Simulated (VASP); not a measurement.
Here is a VASP 6.6.1 calculation.

File INCAR:

```
SYSTEM = Mo2C
PREC = Accurate
ENCUT = 520
EDIFF = 1E-7
ISMEAR = 1
SIGMA = 0.05
LREAL = .FALSE.
LASPH = .TRUE.
NELM = 120
ALGO = Normal
ISIF = 2
LWAVE = .FALSE.
LCHARG = .FALSE.
GGA = CA
IBRION = 2
NSW = 80
EDIFFG = -0.02
GGA_COMPAT = .FALSE.
NELMIN = 4
KPAR = 4
```

KPOINTS

```
Automatic mesh
0
G
  5 4 5
  0 0 0
```

POSCAR

```
Mo2C
1.0
    4.7350000000      0.0000000000      0.0000000000
    0.0000000000      6.0250000000      0.0000000000
    0.0000000000      0.0000000000      5.2100000000
Mo C
8 4
Direct
    0.2450000000      0.1250000000      0.0830000000
    0.2550000000      0.3750000000      0.5830000000
    0.7450000000      0.3750000000      0.9170000000
    0.7550000000      0.1250000000      0.4170000000
    0.7550000000      0.8750000000      0.9170000000
    0.7450000000      0.6250000000      0.4170000000
    0.2550000000      0.6250000000      0.0830000000
    0.2450000000      0.8750000000      0.5830000000
    0.0000000000      0.3750000000      0.2500000000
    0.5000000000      0.1250000000      0.7500000000
    0.0000000000      0.6250000000      0.7500000000
    0.5000000000      0.8750000000      0.2500000000
```

Potentials or basis: VASP PAW LDA potentials, release 64 (Mo_sv, C).

The run is started by

```console
$ cat potpaw_LDA.64/Mo_sv/POTCAR potpaw_LDA.64/C/POTCAR > POTCAR
$ mpirun -np 4 vasp_std > vasp.out
```

Task: What does it give for the band gap on the k mesh?

Result: Zero (bands 64 and 65 overlap by 0.87 eV).

Task: Predict the energy gained by relaxing.

Result: 4.9 meV/atom.

Forces in eV/Å, atoms in the order of the input:
```
Mo  -0.016  0.002  0.004
Mo   0.016 -0.002  0.004
Mo  -0.016 -0.002 -0.004
Mo   0.016  0.002 -0.004
Mo   0.016 -0.002 -0.004
Mo  -0.016  0.002 -0.004
Mo   0.016  0.002  0.004
Mo  -0.016 -0.002  0.004
C    0.000 -0.002  0.000
C    0.000  0.002  0.000
C    0.000  0.002  0.000
C    0.000 -0.002  0.000
```
